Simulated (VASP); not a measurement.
Runs of VASP 6.6.1 on Hf. The structure is that of space group Fm-3m (No. 225), or close to it. The cells are those of the table. 

```tsv
task	cell	k mesh	cutoff (eV)	gap on the mesh (eV)	pressure (GPa)	relaxed volume (Å³/atom)
relaxation of cell and atoms	relaxed from a = 3.093 Å, angles 60.0°, 1 atom	8 × 8 × 8	600	none	-0.1	22.40
single point	a = 3.174 Å, angles 60.0°, 1 atom	8 × 8 × 8	520	none	-1.0	-
single point	a = 3.167 Å, angles 60.0°, 1 atom	16 × 16 × 16	520	none	-0.5	-
single point	a = 3.093 Å, angles 60.0°, 1 atom	8 × 8 × 8	520	none	(b)	-
relaxation of cell and atoms	relaxed from a = 3.174 Å, angles 60.0°, 1 atom	16 × 16 × 16	600	none	0.0	(a)
```

Alike in all rows: level r2SCAN; potentials or basis VASP PAW PBE potentials, release 64 (Hf_pv); no spin polarisation; smearing gaussian 0.1 eV.

**Question.** Estimate the missing entries.

**Answer.** (a) 22.36; (b) 7.6.

Caveats: the PAW data sets were made with another functional, which shifts forces and pressure a little; spin-orbit coupling is left out, which moves the levels of the heavy elements.

A k mesh can miss the band edges, and the runs leave out spin-orbit coupling on Hf.

A gap of «none» marks levels without a gap at the run's occupations.
